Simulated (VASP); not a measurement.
As:

```
As
1.0
     1.88080    1.08588    3.51406
    -1.88080    1.08588    3.51406
     0.00000   -2.17176    3.51406
As
2
Direct
  0.77400 0.77400 0.77400
  0.22600 0.22600 0.22600
```

- Program: VASP 6.6.1
- Task: relaxation of volume and atoms at fixed shape
- Functional: r2SCAN
- Potentials or basis: VASP PAW PBE potentials, release 64 (As)
- Cutoff: 600 eV
- k mesh: 7 × 7 × 7
- Occupations: fermi-dirac, width 0.02 eV
- Spin: no spin polarisation

At the start: pressure 1.9 GPa; volume 21.53 Å³/atom.

Task: Where does the relaxation end?

Result: Over 5 steps the energy falls by 3.0 meV/atom and the volume is 22.05 Å³/atom (+2.4 %); space group R-3m (No. 166, to 0.1 Å) before and after.

Step by step:
```csv
step,energy change (eV),largest force (eV/Å),pressure (GPa),volume (Å³)
1,0.0000,0.1533,1.89,43.06
2,-0.0019,0.2211,-1.24,44.66
3,-0.0056,0.0575,0.09,43.93
4,-0.0059,0.0266,0.05,44.02
5,-0.0060,0.0025,0.01,44.11
```

Final structure:
```xyz
2
Lattice="1.8959 1.0946 3.5423 -1.8959 1.0946 3.5423 0.0000 -2.1892 3.5423" Properties=species:S:1:pos:R:3 pbc="T T T"
As    0.0000    0.0000    8.2259
As    0.0000    0.0000    2.4012
```

Caveat: the PAW data sets were made with another functional, which shifts forces and pressure a little.
